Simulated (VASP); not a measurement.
Te7Mo4 (a cell with a defect), 11 atoms in the cell. The cell holds a defect, 11 atoms: a = 7.120 Å, b = 7.120 Å, c = 17.524 Å, α = 90.00°, β = 90.00°, γ = 120.00°. 

- Program: VASP 6.6.1
- Task: relaxation of the atoms
- Functional: PBEsol
- Potentials or basis: VASP PAW PBE potentials, release 64 (Te, Mo_sv)
- Cutoff: 450 eV
- k mesh: 2 × 2 × 1
- Occupations: gaussian, width 0.1 eV
- Spin: no spin polarisation
- Dipole correction: no
- Further INCAR settings: ALGO = Normal; EDIFF = 1e-07; IBRION = 2; EDIFFG = -0.03; NSW = 45

Potentials or basis: VASP PAW PBE potentials, release 64 (Te, Mo_sv).

The run is started by

```bash
$ cat potpaw_PBE.64/Te/POTCAR potpaw_PBE.64/Mo_sv/POTCAR > POTCAR
$ mpirun -np 1 vasp_std > vasp.out
```

Hardware: 1 thread of Intel(R) Xeon(R) 6975P-C (Granite Rapids), with other jobs on the host.

Q: Estimate the wall time of this run.

A: Run time: 12 min on 1 thread of Intel(R) Xeon(R) 6975P-C (Granite Rapids) (shared host), peak memory 0.73 GiB. Counts: scf iterations 133, k points 2, ion steps 9.
